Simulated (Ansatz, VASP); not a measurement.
KZnF3 in VASP and in Ansatz

File INCAR:

```
ALGO     = Normal         # electronic algorithm
EDIFF    = 1E-7           # SCF threshold, eV
ENCUT    = 520            # plane-wave cutoff, eV
GGA      = CA             # functional
ISIF     = 2              # what is computed and relaxed
ISMEAR   = -1             # smearing method
LASPH    = T              # aspherical terms in the spheres
LCHARG   = F              # write CHGCAR
LREAL    = F              # projectors in reciprocal space
LWAVE    = F              # write WAVECAR
NBANDS   = 29             # bands
NELM     = 60             # most SCF steps
PREC     = Accurate       # precision mode
SIGMA    = 0.05           # smearing width, eV
```

KPOINTS

```
k-points
0
Gamma
  7 7 7
```

The input POSCAR:

```
KZnF3
1.0
    4.0500000000      0.0000000000      0.0000000000
    0.0000000000      4.0500000000      0.0000000000
    0.0000000000      0.0000000000      4.0500000000
Zn K F
1 1 3
Direct
    0.5000000000      0.5000000000      0.5000000000
    0.0000000000      0.0000000000      0.0000000000
    0.5000000000      0.0000000000      0.5000000000
    0.0000000000      0.5000000000      0.5000000000
    0.5000000000      0.5000000000      0.0000000000
```

File input.yaml:

```yaml
crystal:
  lattice:
    - [4.05, 0.0, 0.0]
    - [0.0, 4.05, 0.0]
    - [0.0, 0.0, 4.05]
  atoms:
    - { symbol: Zn, position: [0.5, 0.5, 0.5] }
    - { symbol: K, position: [0.0, 0.0, 0.0] }
    - { symbol: F, position: [0.5, 0.0, 0.5] }
    - { symbol: F, position: [0.0, 0.5, 0.5] }
    - { symbol: F, position: [0.5, 0.5, 0.0] }
hamiltonian:
  xc: lda
  pseudopotentials: { kind: paw }
kpoints:
  mp_grid: { grid: [7, 7, 7] }
  band_path:
    path:
      - [[0.0, 0.0, 0.0], [0.0, 0.5, 0.0], [0.5, 0.5, 0.0], [0.0, 0.0, 0.0], [0.5, 0.5, 0.5], [0.0, 0.5, 0.0]]
      - [[0.5, 0.5, 0.0], [0.5, 0.5, 0.5]]
    npoints: 14
scf:
  occupations: { method: fermi_dirac, width: 0.05 }
  n_extra_bands: 12
output:
  forces: true
  stress: true
  eigenvalues: true
  fatbands: false
```

Alike in both runs: functional LDA; k mesh 7 × 7 × 7; occupations fermi-dirac, width 0.05 eV; no spin polarisation.

|  | VASP | Ansatz |
| --- | --- | --- |
| version | VASP 6.6.1 | Ansatz 0.2.0 |
| potentials or method | VASP PAW LDA potentials, release 64 (Zn, K_sv, F) | Ansatz PAW |
| plane-wave cutoff (eV) | 520 | 420 |
| valence electrons in the cell | 42 | 42 |
| task | single point | band structure |

Ansatz gave:

| Property | Result |
| --- | --- |
| gap on the k mesh at the Fermi level (eV) | 3.75 |
| least direct gap on the mesh (eV) | 5.42 |
| pressure (GPa) | -4.8 |

Q: Estimate VASP's values.

A: gap on the k mesh at the Fermi level (eV): 3.71; least direct gap on the mesh (eV): 5.39; pressure (GPa): -4.4.

LDA's correlation is that of Perdew and Zunger in VASP and of Perdew and Wang (1992) in Ansatz.

Noted on Ansatz's run: the k mesh misses the band edges, so the gap on the mesh is wider than the one along the path.
